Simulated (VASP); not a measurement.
Rb2NaGaCl6:

```
Rb Na Ga Cl
1.0
     0.00000    5.17890    5.17890
     5.17890    0.00000    5.17890
     5.17890    5.17890    0.00000
Rb Na Ga Cl
2 1 1 6
Direct
  0.75000 0.75000 0.75000
  0.25000 0.25000 0.25000
  0.50000 0.50000 0.50000
  0.00000 0.00000 0.00000
  0.76834 0.23166 0.23166
  0.23166 0.23166 0.76834
  0.23166 0.76834 0.76834
  0.23166 0.76834 0.23166
  0.76834 0.23166 0.76834
  0.76834 0.76834 0.23166
```

```yaml
Program: VASP 6.6.1
Task: relaxation of volume and atoms at fixed shape
Functional: LDA
Potentials_or_basis: VASP PAW LDA potentials, release 64 (Rb_sv, Na_pv, Ga_d, Cl)
Cutoff: 600 eV
k_mesh: 3 × 3 × 3
Occupations: fermi-dirac, width 0.1 eV
Spin: no spin polarisation
```

At the start: pressure -3.2 GPa; volume 27.78 Å³/atom.

Problem. Where does the relaxation end?

Solution. Over 17 steps the energy falls by 37.7 meV/atom and the volume is 24.27 Å³/atom (-12.7 %); space group Fm-3m (No. 225, to 0.1 Å) before and after.

The path:
```csv
step,energy change (eV),largest force (eV/Å),pressure (GPa),volume (Å³)
1,0.0000,0.2367,-3.24,277.81
2,-0.2861,0.3524,-0.74,255.81
3,-0.2919,0.4561,-0.28,252.73
4,-0.3450,0.2875,-0.17,248.48
5,-0.3761,0.0127,0.12,241.49
6,-0.3765,0.0204,0.09,242.21
7,-0.3765,0.0104,0.10,242.00
8,-0.3766,0.0137,-0.03,242.70
9,-0.3766,0.0077,0.01,242.52
10,-0.3766,0.0086,0.00,242.55
11,-0.3766,0.0082,0.00,242.53
12,-0.3767,0.0043,-0.01,242.62
13,-0.3767,0.0034,-0.01,242.65
14,-0.3767,0.0010,-0.01,242.70
15,-0.3767,0.0017,-0.01,242.67
16,-0.3767,0.0006,0.01,242.62
17,-0.3767,0.0008,-0.01,242.65
```

Final structure:
```
Rb Na Ga Cl
1.0
     0.00000    4.95052    4.95052
     4.95052    0.00000    4.95052
     4.95052    4.95052    0.00000
Rb Na Ga Cl
2 1 1 6
Direct
  0.75000 0.75000 0.75000
  0.25000 0.25000 0.25000
  0.50000 0.50000 0.50000
  0.00000 0.00000 0.00000
  0.76424 0.23576 0.23576
  0.23576 0.23576 0.76424
  0.23576 0.76424 0.76424
  0.23576 0.76424 0.23576
  0.76424 0.23576 0.76424
  0.76424 0.76424 0.23576
```
